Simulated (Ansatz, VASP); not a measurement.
One calculation of Pd, two programs

Contents of INCAR:

```
SYSTEM = Pd
PREC = Accurate ; ENCUT = 520
EDIFF = 1E-6 ; ISMEAR = 0
SIGMA = 0.15 ; LREAL = .False.
LASPH = .True. ; NELM = 100
ALGO = Fast ; ISIF = 2
LWAVE = .False. ; LCHARG = .False.
GGA = PE ; NBANDS = 28
```

The input KPOINTS:

```
Automatic mesh
0
Gamma
  18 18 6
  0 0 0
```

Contents of POSCAR:

```
Pd
1.0
    2.6129289554      0.0000000000      0.0000000000
   -1.3064644777      2.2628628537      0.0000000000
    0.0000000000      0.0000000000      9.1786947690
Pd
4
Direct
    0.0000000000      0.0000000000      0.0000000000
    0.3333333333      0.6666666667      0.2500000000
    0.0000000000      0.0000000000      0.5000000000
    0.6666666667      0.3333333333      0.7500000000
```

Input for Ansatz:

```yaml
crystal:
  lattice:
    - [2.6129289554, 0.0, 0.0]
    - [-1.3064644777, 2.2628628537, 0.0]
    - [0.0, 0.0, 9.178694769]
  atoms:
    - { symbol: Pd, position: [0.0, 0.0, 0.0] }
    - { symbol: Pd, position: [0.3333333333, 0.6666666667, 0.25] }
    - { symbol: Pd, position: [0.0, 0.0, 0.5] }
    - { symbol: Pd, position: [0.6666666667, 0.3333333333, 0.75] }
basis:
  ecutwfc: 420
kpoints:
  mp_grid: { grid: [18, 18, 6] }
hamiltonian:
  xc: pbe
scf:
  occupations: { method: gaussian, width: 0.15 }
output:
  forces: true
  stress: true
  eigenvalues: true
```

Change from the starting cell: strain -0.0600 x Voigt [1, 1, 0, 0, 0, 0], atoms carried along.

Alike in both runs: task single point; functional PBE; k mesh 18 × 18 × 6; occupations gaussian, width 0.15 eV; no spin polarisation.

|  | VASP | Ansatz |
| --- | --- | --- |
| version | VASP 6.6.1 | Ansatz 0.2.0 |
| potentials or method | VASP PAW PBE potentials, release 64 (Pd), cutoff 520 eV | scalar-relativistic, plane waves, PAW |
| valence electrons in the cell | 40 | 72 |

```csv
,VASP,Ansatz,Ansatz less VASP
gap on the k mesh at the Fermi level (eV),none,none,-
pressure (GPa),29.9,30.4,+0.50
"traceless stress, the component that is largest in VASP (GPa)",-11.21,-11.30,-0.091
```

A gap of «none» marks a metal or a gap that the smearing closes. Both programs put the cell under a high pressure, so it lies far from rest at this level. VASP's potentials hold 40 valence electrons a cell and Ansatz's 72, so a difference there can come from the potentials and not from the codes.
